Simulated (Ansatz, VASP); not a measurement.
One calculation of Mg6BiB, two programs

Contents of INCAR:

```
SYSTEM = Mg6BiB
PREC = Accurate
ENCUT = 520
EDIFF = 1E-6
ISMEAR = -1
SIGMA = 0.05
LREAL = .FALSE.
LASPH = .TRUE.
NELM = 100
ALGO = Normal
ISIF = 2
LWAVE = .FALSE.
LCHARG = .FALSE.
GGA = PE
NBANDS = 25
```

Contents of KPOINTS:

```
regular mesh
0
G
  7 4 4
  0 0 0
```

POSCAR

```
Mg6BiB
1.0
    3.8586691204      0.0000000000      0.0000000000
    0.0000000000      4.3614965349      5.0851567902
    0.0000000000     -4.3614965349      5.0851567902
Bi Mg B
1 6 1
Direct
    0.5000000000      0.3854670000      0.3854670000
    0.0000000000      0.1503870000      0.1503870000
    0.0000000000      0.6333230000      0.6333230000
    0.0000000000      0.7147320000      0.0494740000
    0.0000000000      0.0494740000      0.7147320000
    0.5000000000      0.8864940000      0.4049730000
    0.5000000000      0.4049730000      0.8864940000
    0.5000000000      0.7751590000      0.7751590000
```

The input input.yaml:

```yaml
crystal:
  lattice:
    - [3.8586691204, 0.0, 0.0]
    - [0.0, 4.3614965349, 5.0851567902]
    - [0.0, -4.3614965349, 5.0851567902]
  atoms:
    - { symbol: Bi, position: [0.5, 0.385467, 0.385467] }
    - { symbol: Mg, position: [0.0, 0.150387, 0.150387] }
    - { symbol: Mg, position: [0.0, 0.633323, 0.633323] }
    - { symbol: Mg, position: [0.0, 0.714732, 0.049474] }
    - { symbol: Mg, position: [0.0, 0.049474, 0.714732] }
    - { symbol: Mg, position: [0.5, 0.886494, 0.404973] }
    - { symbol: Mg, position: [0.5, 0.404973, 0.886494] }
    - { symbol: B, position: [0.5, 0.775159, 0.775159] }
hamiltonian:
  xc: pbe
  pseudopotentials: { kind: paw }
kpoints:
  mp_grid: { grid: [7, 4, 4] }
scf:
  occupations: { method: fermi_dirac, width: 0.05 }
output:
  forces: true
  stress: true
  eigenvalues: true
  write_density: true
  write_potential: true
  elf: true
  volumetric_format: npy
```

Alike in both runs: task single point; functional PBE; k mesh 7 × 4 × 4; occupations fermi-dirac, width 0.05 eV; no spin polarisation.

|  | VASP | Ansatz |
| --- | --- | --- |
| version | VASP 6.6.1 | Ansatz 0.2.0 |
| potentials or method | VASP PAW PBE potentials, release 64 (Bi_d, Mg, B) | Ansatz PAW |
| plane-wave cutoff (eV) | 520 | 420 |
| valence electrons in the cell | 30 | 78 |

Ansatz gave:

| Quantity | Value |
| --- | --- |
| gap on the k mesh at the Fermi level (eV) | none |
| pressure (GPa) | 0.5 |
| traceless stress, the component that is largest in VASP (GPa) | -0.36 |
| rms of the force components (eV/Å) | 0.052 |

What did VASP give for the same quantities?

gap on the k mesh at the Fermi level (eV): none; pressure (GPa): 0.4; traceless stress, the component that is largest in VASP (GPa): -0.38; rms of the force components (eV/Å): 0.051.

Atom by atom the forces differ by 0.001 eV/Å (rms over components). A gap of «none» marks a metal or a gap that the smearing closes. VASP's potentials hold 30 valence electrons a cell and Ansatz's 78, so a difference there can come from the potentials and not from the codes.

Spin-orbit coupling is off throughout.
